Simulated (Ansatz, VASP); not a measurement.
## Co in VASP and in Ansatz

```
CELL_PARAMETERS angstrom
2.44929 0.00000 0.00000
-1.22464 2.12114 0.00000
0.00000 0.00000 7.96477
ATOMIC_POSITIONS crystal
Co 0.00000 0.00000 0.00000
Co 0.33333 0.66667 0.25000
Co 0.00000 0.00000 0.50000
Co 0.66667 0.33333 0.75000
```

Alike in both runs: functional PBEsol; k mesh 9 × 9 × 2; occupations gaussian, width 0.1 eV; collinear spin.

Ansatz relaxed the structure, and its values are those at the end. VASP's run is a single point on that final structure, the one shown.

|  | VASP | Ansatz |
| --- | --- | --- |
| version | VASP 6.6.1 | Ansatz 0.2.0 |
| potentials or method | VASP PAW PBE potentials, release 64 (Co), cutoff 520 eV | scalar-relativistic, plane waves, PAW |
| valence electrons in the cell | 36 | 68 |

```csv
,VASP,Ansatz,Ansatz less VASP
gap on the k mesh at the Fermi level (eV),none,none,-
pressure (GPa),-0.9,0.1,+1.02
net moment per atom (μB),1.51,1.53,+0.018
size of the moment on the site where the two differ most (μB),1.53,1.60,+0.071
```

VASP's potentials were made for PBE, not for PBEsol. Site moments also hang on the region over which each program counts them. A gap of «none» marks a metal or a gap that the smearing closes. VASP's potentials hold 36 valence electrons a cell and Ansatz's 68, so a difference there can come from the potentials and not from the codes.

The k mesh is coarse, so the values compare programs but aren't converged.
